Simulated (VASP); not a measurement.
Write the native input for VASP 6.6.1 that does the following.

```
Task                   : single point
Functional             : PBE
Potentials or basis    : VASP PAW PBE potentials, release 64 (Bi_d, Te)
Cutoff                 : 520 eV
k mesh                 : 14 × 14 × 14
Occupations            : gaussian, width 0.15 eV
Spin                   : no spin polarisation
Dipole correction      : no
Further INCAR settings : ALGO = Normal; EDIFF = 1e-07; NBANDS = 18
```

The structure of BiTe lies in POSCAR:

```
BiTe
1.0
    0.0000000000      3.5143317066      2.7411787312
    3.5143317066      0.0000000000      2.7411787312
    3.5143317066      3.5143317066      0.0000000000
Bi Te
1 1
Direct
    0.0000000000      0.0000000000      0.0000000000
    0.5000000000      0.5000000000      0.5000000000
```

This cell differs from its parent crystal: ratio of the length along z to the lengths across it x 0.78, volume and fractional coordinates fixed.

One way to write it, as run:

INCAR

```
PREC = Accurate ; ENCUT = 520
EDIFF = 1E-7 ; ISMEAR = 0
SIGMA = 0.15 ; LREAL = F
LASPH = T ; NELM = 80
ALGO = Normal ; ISIF = 2
LWAVE = F ; LCHARG = F
GGA = PE ; NBANDS = 18
```

KPOINTS

```
regular mesh
0
Gamma
  14 14 14
```

Potentials or basis: VASP PAW PBE potentials, release 64 (Bi_d, Te).

The run is started by

```sh
$ cat potpaw_PBE.64/Bi_d/POTCAR potpaw_PBE.64/Te/POTCAR > POTCAR
$ mpirun -np 1 vasp_std > vasp.out
```

It gave:

| Quantity | Value |
| --- | --- |
| Pressure | 8.9 GPa |
| Band gap on the k mesh | zero (an odd number of electrons rules out a gap without spin polarisation) |

Caveat: the cell stands under pressure; spin-orbit coupling is left out, which moves the levels of the heavy elements.

Run time: 3.3 min on 1 thread of AMD EPYC 9R45 96-Core Processor (Zen 5), with other jobs on the host, peak memory 0.41 GiB.
